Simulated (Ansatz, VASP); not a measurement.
**Li2ZnO2: VASP beside Ansatz**

```xyz
5
Lattice="2.9127 0.0000 0.0000 0.0000 2.9127 0.0000 0.0000 0.0000 5.2323" Properties=species:S:1:pos:R:3 pbc="T T T"
Li    0.0000    1.4564    2.6161
Li    1.4564    0.0000    2.6161
Zn    0.0000    0.0000    0.0000
O     1.4564    1.4564    1.3132
O     1.4564    1.4564    3.9191
```

Change from the starting cell: species swapped into the CeMg2Si2 type (P4/mmm, No. 123).

Alike in both runs: functional PBE; k mesh 12 × 12 × 8; occupations gaussian, width 0.02 eV; no spin polarisation.

Ansatz relaxed the structure, and its values are those at the end. VASP's run is a single point on that final structure, the one shown.

```csv
,VASP,Ansatz
version,VASP 6.6.1,Ansatz 0.2.0
potentials or method,"VASP PAW PBE potentials, release 64 (Li_sv, Zn, O), cutoff 520 eV","scalar-relativistic, plane waves, PAW"
valence electrons in the cell,30,30
```

Ansatz gave:

- gap on the k mesh at the Fermi level (eV): 0.31
- least direct gap on the mesh (eV): 0.31
- rms of the force components (eV/Å): 0.002

Q: Estimate VASP's values.

A: gap on the k mesh at the Fermi level (eV): 0.28; least direct gap on the mesh (eV): 0.28; rms of the force components (eV/Å): 0.006.

Noted on VASP's run: the cutoff is short for stress, so the pressure is rough.
